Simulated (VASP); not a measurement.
# PtS2 (P-3m1) in VASP: further runs

Runs on PtS2. Level: r2SCAN. Tasks: single point.

Everything below comes from runs of VASP 6.6.1. Logs are shortened: lines on timing, memory, paths and dates and some standing lists are left out, and cuts for length are marked.

**1. The cell of the first run**

It takes space group P-3m1 (No. 164, trigonal). Conventional cell: a = 3.553 Å, b = 3.553 Å, c = 5.123 Å, α = 90.00°, β = 90.00°, γ = 120.00°. Pt (site symmetry -3m) has 6 S at 2.39 Å within 3.2 Å. Within 3.2 Å of S (site symmetry 3m) lie 3 Pt at 2.39 Å and 3 S at 3.20 Å.

**2. Single point, r2SCAN**

POSCAR reads:

```
PtS2
1.0
    3.5526240946      0.0000000000      0.0000000000
   -1.7763120473      3.0766627160      0.0000000000
    0.0000000000      0.0000000000      5.1228306135
Pt S
1 2
Direct
    0.0000000000      0.0000000000      0.0000000000
    0.3333333333      0.6666666667      0.2392542175
    0.6666666667      0.3333333333      0.7607457825
```

INCAR.step1 reads:

```
SYSTEM = PtS2
PREC = Accurate ; ENCUT = 520
ISMEAR = 0 ; SIGMA = 0.01
LREAL = .False. ; LASPH = .True.
NELM = 60 ; NBANDS = 18
GGA = PE ; ALGO = Normal
EDIFF = 1E-4 ; LWAVE = .True.
LCHARG = .False.
```

INCAR.step2 reads:

```
SYSTEM = PtS2
PREC = Accurate ; ENCUT = 520
EDIFF = 1E-7 ; ISMEAR = 0
SIGMA = 0.01 ; LREAL = .False.
LASPH = .True. ; NELM = 60
ALGO = Normal ; ISIF = 2
LWAVE = .False. ; LCHARG = .False.
METAGGA = R2SCAN ; LMIXTAU = .True.
NBANDS = 18 ; ISTART = 1
```

KPOINTS reads:

```
regular mesh
0
Gamma
  6 6 4
  0 0 0
```

Potentials or basis: VASP PAW PBE potentials, release 64 (Pt, S).

Run with:

```bash
> cat potpaw_PBE.64/Pt/POTCAR potpaw_PBE.64/S/POTCAR > POTCAR
> cp INCAR.step1 INCAR
> mpirun -np 1 vasp_std > vasp.out
> cp INCAR.step2 INCAR
> mpirun -np 1 vasp_std > vasp.out
```

OUTCAR:

```text
SYSTEM = PtS2
   PREC = Accurate
   ENCUT = 520
   EDIFF = 1E-7
   ISMEAR = 0
   LREAL = .False.
   LASPH = .True.
   NELM = 60
   ISIF = 2
   METAGGA = R2SCAN
   ISTART = 1

 ion  position               nearest neighbor table
   1  0.000  0.000  0.000-   2 2.39   3 2.39   2 2.39   3 2.39   3 2.39   2 2.39
   2  0.333  0.667  0.239-   1 2.39   1 2.39   1 2.39
   3  0.667  0.333  0.761-   1 2.39   1 2.39   1 2.39

  LATTYP: Found a hexagonal cell.
 ALAT       =     3.5526240946
 C/A-ratio  =     1.4419849883

  Lattice vectors:

 A1 = (   3.5526240946,   0.0000000000,   0.0000000000)
 A2 = (  -1.7763120473,   3.0766627160,   0.0000000000)
 A3 = (   0.0000000000,   0.0000000000,   5.1228306135)

Analysis of symmetry for initial positions (statically):
=====================================================================
 Subroutine PRICEL returns:
 Original cell was already a primitive cell.

 Routine SETGRP: Setting up the symmetry group for a
 hexagonal supercell.

 Subroutine GETGRP returns: Found 12 space group operations
 (whereof 12 operations were pure point group operations)
 out of a pool of 24 trial point group operations.

The static configuration has the point symmetry D_3d.

Analysis of symmetry for dynamics (positions and initial velocities):
=====================================================================
 Subroutine PRICEL returns:
 Original cell was already a primitive cell.

 Routine SETGRP: Setting up the symmetry group for a
 hexagonal supercell.

 Subroutine GETGRP returns: Found 12 space group operations
 (whereof 12 operations were pure point group operations)
 out of a pool of 24 trial point group operations.

The dynamic configuration has the point symmetry D_3d.

 Subroutine INISYM returns: Found 12 space group operations
 (whereof 12 operations are pure point group operations),
 and found     1 'primitive' translations

----------------------------------------------------------------------------------------

                                     Primitive cell

  volume of cell :      55.9937

  direct lattice vectors                    reciprocal lattice vectors
     3.552624095  0.000000000  0.000000000     0.281482074  0.162513751  0.000000000
    -1.776312047  3.076662716  0.000000000     0.000000000  0.325027503  0.000000000
     0.000000000  0.000000000  5.122830613     0.000000000  0.000000000  0.195204580

  length of vectors
[... 82 lines left out ...]
   NELM   =     60;   NELMIN=  2; NELMDL=  0     # of ELM steps
   EDIFF  = 0.1E-06   stopping-criterion for ELM
   LREAL  =      F    real-space projection
   EDIFFG = 0.1E-05   stopping-criterion for IOM
   NSW    =      0    number of steps for IOM
   IBRION =     -1    ionic relax: 0-MD 1-quasi-New 2-CG
   NFREE  =      0    steps in history (QN), initial steepest desc. (CG)
   ISIF   =      2    stress and relaxation
   ISYM   =      2    0-nonsym 1-usesym 2-fastsym
   POTIM  = 0.5000    time-step for ionic-motion
   TEBEG  =    0.0;   TEEND  =   0.0 temperature during run
   PSTRESS=    0.0 pullay stress
   NELECT =      22.0000    total number of electrons
   NUPDOWN=      -1.0000    fix difference up-down
   EMIN   =  10.00;   EMAX   =-10.00  energy-range for DOS
   EFERMI =   0.00;   METHOD = LEGACY
   ISMEAR =     0;   SIGMA  =   0.01  broadening in eV -4-tet -1-fermi 0-gaus
   EFERMI_NEDOS =   21; number of points for ismear=-14 and -15
   IALGO  =     38    algorithm
   IMIX   =      4    mixing-type and parameters
     AMIX     =   0.40;   BMIX     =  1.00
     AMIX_MAG =   1.60;   BMIX_MAG =  1.00
  volume/ion in A,a.u.               =      18.66       125.95
  Fermi-wavevector in a.u.,A,eV,Ry     =   1.199046  2.265869 19.561265  1.437712
  Thomas-Fermi vector in A             =   2.334919
   LORBIT       =      0    0 simple, 1 ext, 2 COOP (PROOUT), +10 PAW based schemes
   METAGGA = R2SCAN    functional components
   LHFCALC =     F    Hartree Fock is set to
   AEXX    =    0.0000 exact exchange contribution
   IVDW    =     0    specifies the selected vdW correction
   LEPSILON=     F    determine dielectric tensor
   LRPA    =     F    only Hartree local field effects (RPA)
 non-spin polarized calculation
 Gauss-broadening in eV      SIGMA  =   0.01
  energy-cutoff  :      520.00
  volume of cell :       55.99
 maximum number of plane-waves:      1536
 NGX is ok and might be reduce to    28
   NGX = 13   NGY = 13   NGZ = 19

 number of electron      21.9999996 magnetization

 Free energy of the ion-electron system (eV)
  ---------------------------------------------------
  ext. energy  EPLUGINS =         0.00000000
  ---------------------------------------------------
  free energy    TOTEN  =       -68.84940061 eV

  energy without entropy =      -68.84940061  energy(sigma->0) =      -68.84940061

 E-fermi :   6.2858     XC(G=0): -11.2136

 val. band max:        6.2174231014   @ k =   0.0000   0.0000   0.0000
 cond. band min:       7.2017220377   @ k =   0.0000   0.3333   0.2500
 fundamental gap:      0.9842989363
 Fermi energy:         6.2857527383

 k-point     1 :       0.0000    0.0000    0.0000
  band No.  band energies     occupation
      1      -9.5488      2.00000
      2      -6.6377      2.00000
      3      -0.8227      2.00000
      4      -0.4829      2.00000
      5      -0.4829      2.00000
      6       2.3173      2.00000
[... 481 lines left out ...]
      5      -0.0751      2.00000
      6       1.8337      2.00000
[... 10 lines left out ...]
     17      14.7257      0.00000
     18      17.4995      0.00000

------------------------ aborting loop because EDIFF is reached ----------------------------------------

  FORCE on cell =-STRESS in cart. coord.  units (eV):
  Direction    XX          YY          ZZ          XY          YZ          ZX
  --------------------------------------------------------------------------------------
  -------------------------------------------------------------------------------------
  Total        0.4256964      0.4256964      0.4535451      0.0000000      0.0000000     -0.0000000
  in kB       12.1806771     12.1806771     12.9775258      0.0000000      0.0000000     -0.0000000
  external PRESSURE =      12.4462933 kB  Pullay stress =       0.0000000 kB

 VOLUME and BASIS-vectors are now :
 -----------------------------------------------------------------------------
  energy-cutoff  :      520.00
  volume of cell :       55.99
      direct lattice vectors                 reciprocal lattice vectors
     3.552624095  0.000000000  0.000000000     0.281482074  0.162513751  0.000000000
    -1.776312047  3.076662716  0.000000000     0.000000000  0.325027503  0.000000000
     0.000000000  0.000000000  5.122830613     0.000000000  0.000000000  0.195204580

 POSITION                                       TOTAL-FORCE (eV/Angst)
 -----------------------------------------------------------------------------------
      0.00000      0.00000      0.00000        -0.000000      0.000000      0.000000
     -0.00000      2.05111      1.22566        -0.000000      0.000000     -0.048342
      1.77631      1.02555      3.89717         0.000000     -0.000000      0.048342
 -----------------------------------------------------------------------------------
    total drift:                                0.000000     -0.000000     -0.000000

  FREE ENERGIE OF THE ION-ELECTRON SYSTEM (eV)
  ---------------------------------------------------
  free  energy   TOTEN  =       -68.8494006102 eV

  energy  without entropy=      -68.8494006102  energy(sigma->0) =      -68.84940061
```

OUTCAR.step1:

```text
SYSTEM = PtS2
   PREC = Accurate
   ENCUT = 520
   ISMEAR = 0
   LREAL = .False.
   LASPH = .True.
   NELM = 60
[... 726 lines left out ...]
      0.00000      0.00000      0.00000        -0.000000     -0.000000      0.000000
     -0.00000      2.05111      1.22566         0.000000      0.000000      0.026638
      1.77631      1.02555      3.89717         0.000000     -0.000000     -0.026638
 -----------------------------------------------------------------------------------
    total drift:                                0.000000     -0.000000     -0.000000

  FREE ENERGIE OF THE ION-ELECTRON SYSTEM (eV)
  ---------------------------------------------------
  free  energy   TOTEN  =       -15.3945094321 eV

  energy  without entropy=      -15.3945094321  energy(sigma->0) =      -15.39450943
```

OSZICAR.step1:

```text
N       E                     dE             d eps       ncg     rms          rms(c)
DAV:   1     0.112465759351E+03    0.11247E+03   -0.10571E+04   880   0.109E+03
DAV:   2    -0.110895336427E+02   -0.12356E+03   -0.11946E+03  1070   0.220E+02
DAV:   3    -0.166847193119E+02   -0.55952E+01   -0.55563E+01  1110   0.470E+01
DAV:   4    -0.167427319258E+02   -0.58013E-01   -0.57982E-01  1136   0.531E+00
DAV:   5    -0.167436836987E+02   -0.95177E-03   -0.95165E-03  1128   0.659E-01    0.179E+01
DAV:   6    -0.156610038806E+02    0.10827E+01   -0.61590E+00   906   0.240E+01    0.119E+01
DAV:   7    -0.154126264834E+02    0.24838E+00   -0.12093E+00   900   0.109E+01    0.583E+00
DAV:   8    -0.153974744429E+02    0.15152E-01   -0.63257E-02   964   0.173E+00    0.119E+00
DAV:   9    -0.153942441444E+02    0.32303E-02   -0.89813E-03  1040   0.968E-01    0.223E-01
DAV:  10    -0.153944603044E+02   -0.21616E-03   -0.14290E-03  1084   0.239E-01    0.909E-02
DAV:  11    -0.153945094321E+02   -0.49128E-04   -0.58045E-05   722   0.636E-02
   1 F= -.15394509E+02 E0= -.15394509E+02  d E =-.127868E-37
```

It took 54 s on 1 thread of Intel Xeon 6975P-C (Granite Rapids), shared host; peak memory 0.18 GiB.

Results:

```
Free energy            : -68.8494 eV
Pressure               : 1.2 GPa
Largest force          : 0.048 eV/Å
Band gap on the k mesh : 0.98 eV, indirect (least direct gap 1.59 eV)
```

Forces in eV/Å, atoms in the order of the input:
```
Pt   0.000  0.000  0.000
S    0.000  0.000 -0.048
S    0.000  0.000  0.048
```

Stress tensor (GPa, compression positive):
```
1.22 0.00 0.00
0.00 1.22 0.00
0.00 0.00 1.30
```

Caveat: the PAW data sets were made with another functional, which shifts forces and pressure a little; spin-orbit coupling is left out, which moves the levels of the heavy elements. A k mesh can miss the band edges.

(Part 1 of 2 ends here.)
